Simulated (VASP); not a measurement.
A run of VASP 6.6.1 is set up as follows.

File INCAR:

```
PREC = Accurate
ENCUT = 500
EDIFF = 1E-7
ISMEAR = 0
SIGMA = 0.1
LREAL = F
LASPH = T
NELM = 120
ALGO = Normal
ISIF = 3
LWAVE = F
LCHARG = F
GGA = PE
IBRION = 2
NSW = 100
EDIFFG = -0.01
GGA_COMPAT = F
NELMIN = 4
```

KPOINTS

```
regular mesh
0
Gamma
  8 8 8
```

File POSCAR:

```
Zr2S
1.0
    5.4731052314      0.0000000000      0.0000000000
    0.0000000000      5.4731052314      0.0000000000
    0.0000000000      0.0000000000      5.4731052314
Zr S
4 2
Direct
    0.2500000000      0.2500000000      0.7500000000
    0.7500000000      0.2500000000      0.2500000000
    0.2500000000      0.7500000000      0.2500000000
    0.7500000000      0.7500000000      0.7500000000
    0.0000000000      0.0000000000      0.0000000000
    0.5000000000      0.5000000000      0.5000000000
```

Potentials or basis: VASP PAW PBE potentials, release 64 (Zr_sv, S).

The run is started by

```sh
$ cat potpaw_PBE.64/Zr_sv/POTCAR potpaw_PBE.64/S/POTCAR > POTCAR
$ mpirun -np 1 vasp_std > vasp.out
```

(1) What does it give for the relaxed cell?

(2) What does it give for the space group after relaxing (to 0.1 Å)?

## Answers

(1) a = 5.475 Å, b = 5.475 Å, c = 5.475 Å, α = 90.00°, β = 90.00°, γ = 90.00°.

(2) Pn-3m (No. 224).
